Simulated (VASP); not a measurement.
Set up this calculation in VASP 6.6.1, as the native input.

```
Task                   : single point
Functional             : r2SCAN
Potentials or basis    : VASP PAW PBE potentials, release 64 (Re)
Cutoff                 : 520 eV
k mesh                 : 11 × 11 × 11
Occupations            : methfessel-paxton, width 0.05 eV
Spin                   : no spin polarisation
Dipole correction      : no
Further INCAR settings : ALGO = Normal; EDIFF = 1e-07; NBANDS = 10
```

The system is Re.

```
CELL_PARAMETERS angstrom
1.55322 1.55322 1.55322
-1.55322 1.55322 1.55322
-1.55322 -1.55322 1.55322
ATOMIC_POSITIONS crystal
Re 0.00000 0.00000 0.00000
```

One way to write it, as run:

POSCAR

```
Re
1.0
    1.5532187463      1.5532187463      1.5532187463
   -1.5532187463      1.5532187463      1.5532187463
   -1.5532187463     -1.5532187463      1.5532187463
Re
1
Direct
    0.0000000000      0.0000000000      0.0000000000
```

INCAR.step1

```
SYSTEM = Re
PREC     = Accurate       ! precision mode
ENCUT    = 520            ! plane-wave cutoff, eV
ISMEAR   = 1              ! smearing method
SIGMA    = 0.05           ! smearing width, eV
LREAL    = .False.        ! projectors in reciprocal space
LASPH    = .True.         ! aspherical terms in the spheres
NELM     = 100            ! most SCF steps
NBANDS   = 10             ! bands
GGA      = PE             ! functional
ALGO     = Normal         ! electronic algorithm
EDIFF    = 1E-4           ! SCF threshold, eV
LWAVE    = .True.         ! write WAVECAR
LCHARG   = .False.        ! write CHGCAR
```

INCAR.step2

```
SYSTEM = Re
PREC     = Accurate       ! precision mode
ENCUT    = 520            ! plane-wave cutoff, eV
EDIFF    = 1E-7           ! SCF threshold, eV
ISMEAR   = 1              ! smearing method
SIGMA    = 0.05           ! smearing width, eV
LREAL    = .False.        ! projectors in reciprocal space
LASPH    = .True.         ! aspherical terms in the spheres
NELM     = 100            ! most SCF steps
ALGO     = Normal         ! electronic algorithm
ISIF     = 2              ! what is computed and relaxed
LWAVE    = .False.        ! write WAVECAR
LCHARG   = .False.        ! write CHGCAR
METAGGA  = R2SCAN         ! meta-GGA
LMIXTAU  = .True.       
NBANDS   = 10             ! bands
ISTART   = 1
```

KPOINTS

```
regular mesh
0
Gamma
  11 11 11
  0 0 0
```

Potentials or basis: VASP PAW PBE potentials, release 64 (Re).

Command:

```console
$ cat potpaw_PBE.64/Re/POTCAR > POTCAR
$ cp INCAR.step1 INCAR
$ mpirun -np 1 vasp_std > vasp.out
$ cp INCAR.step2 INCAR
$ mpirun -np 1 vasp_std > vasp.out
```

It gave:

The pressure is -3.7 GPa.

Caveat: the PAW data sets were made with another functional, which shifts forces and pressure a little.

It took 32 s on 1 thread of Intel(R) Xeon(R) Platinum 8259CL CPU @ 2.50GHz (Skylake/Cascade Lake), with other jobs on the host, peak memory 0.13 GiB.
